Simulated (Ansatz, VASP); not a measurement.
## One calculation of ZnTe2O3, two programs

```xyz
6
Lattice="5.3595 0.0000 0.0000 -2.6797 4.6415 0.0000 0.0000 0.0000 4.2095" Properties=species:S:1:pos:R:3 pbc="T T T"
Zn    0.0000    0.0000    0.0000
Te    0.0000    3.0943    0.0000
Te    2.6797    1.5472    0.0000
O     2.6797    0.0000    2.1048
O     1.3399    2.3207    2.1048
O    -1.3399    2.3207    2.1048
```

Change from the starting cell: species swapped into the LaGa3Pd2 type (P6/mmm, No. 191).

Alike in both runs: task single point; functional PBE; k mesh 6 × 6 × 4; occupations gaussian, width 0.1 eV; no spin polarisation.

```csv
,VASP,Ansatz
version,VASP 6.6.1,Ansatz 0.2.0
potentials or method,"VASP PAW PBE potentials, release 64 (Zn, Te, O), cutoff 520 eV","scalar-relativistic, plane waves, PAW"
valence electrons in the cell,42,62
```

```tsv
	VASP	Ansatz	Ansatz less VASP
gap on the k mesh at the Fermi level (eV)	none	none	-
pressure (GPa)	-9.5	-9.3	+0.22
traceless stress, the component that is largest in VASP (GPa)	-19.81	-19.84	-0.034
```

A gap of «none» marks a metal or a gap that the smearing closes. VASP's potentials hold 42 valence electrons a cell and Ansatz's 62, so a difference there can come from the potentials and not from the codes.

The k mesh is coarse, so the values compare programs but aren't converged. Spin-orbit coupling is off throughout.
